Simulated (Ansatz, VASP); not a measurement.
# GaSb2: VASP beside Ansatz

```
CELL_PARAMETERS angstrom
4.15974 0.00000 0.00000
-2.07987 3.60244 0.00000
0.00000 0.00000 11.00034
ATOMIC_POSITIONS crystal
Ga 0.33333 0.66667 0.25000
Ga 0.66667 0.33333 0.75000
Sb 0.33333 0.66667 0.59016
Sb 0.66667 0.33333 0.09016
Sb 0.33333 0.66667 0.90984
Sb 0.66667 0.33333 0.40984
```

Alike in both runs: functional PBE; k mesh 6 × 6 × 2; occupations gaussian, width 0.1 eV; no spin polarisation.

Ansatz relaxed the structure, and its values are those at the end. VASP's run is a single point on that final structure, the one shown.

|  | VASP | Ansatz |
| --- | --- | --- |
| version | VASP 6.6.1 | Ansatz 0.2.0 |
| potentials or method | VASP PAW PBE potentials, release 64 (Ga_d, Sb), cutoff 520 eV | scalar-relativistic, plane waves, PAW |
| valence electrons in the cell | 46 | 86 |

```tsv
	VASP	Ansatz	Ansatz less VASP
gap on the k mesh at the Fermi level (eV)	none	none	-
pressure (GPa)	0.0	0.0	+0.01
```

A gap of «none» marks a metal or a gap that the smearing closes. VASP's potentials hold 46 valence electrons a cell and Ansatz's 86, so a difference there can come from the potentials and not from the codes.

Spin-orbit coupling is off throughout.
